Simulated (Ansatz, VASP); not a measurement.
TePb4Se3 in VASP and in Ansatz

```
Te Pb Se
1.0
     6.31767    0.00000    0.00000
     0.00000    6.31767    0.00000
     0.00000    0.00000    6.31767
Te Pb Se
1 4 3
Direct
  0.50000 0.50000 0.50000
  0.00000 0.00000 0.00000
  0.50000 0.00000 0.50000
  0.00000 0.50000 0.50000
  0.50000 0.50000 0.00000
  0.00000 0.50000 0.00000
  0.50000 0.00000 0.00000
  0.00000 0.00000 0.50000
```

Alike in both runs: task single point; functional PBE; k mesh 6 × 6 × 6; occupations gaussian, width 0.02 eV; no spin polarisation.

|  | VASP | Ansatz |
| --- | --- | --- |
| version | VASP 6.6.1 | Ansatz 0.2.0 |
| potentials or method | VASP PAW PBE potentials, release 64 (Te, Pb_d, Se), cutoff 520 eV | scalar-relativistic, plane waves, PAW |
| valence electrons in the cell | 80 | 120 |

|  | VASP | Ansatz | Ansatz less VASP |
| --- | --- | --- | --- |
| gap on the k mesh at the Fermi level (eV) | 0.30 | 0.30 | -0.003 |
| least direct gap on the mesh (eV) | 0.30 | 0.30 | -0.003 |

With one functional, cell and mesh, what is left measures potentials, basis and numerics. VASP's potentials hold 80 valence electrons a cell and Ansatz's 120, so a difference there can come from the potentials and not from the codes.

Spin-orbit coupling is off throughout.
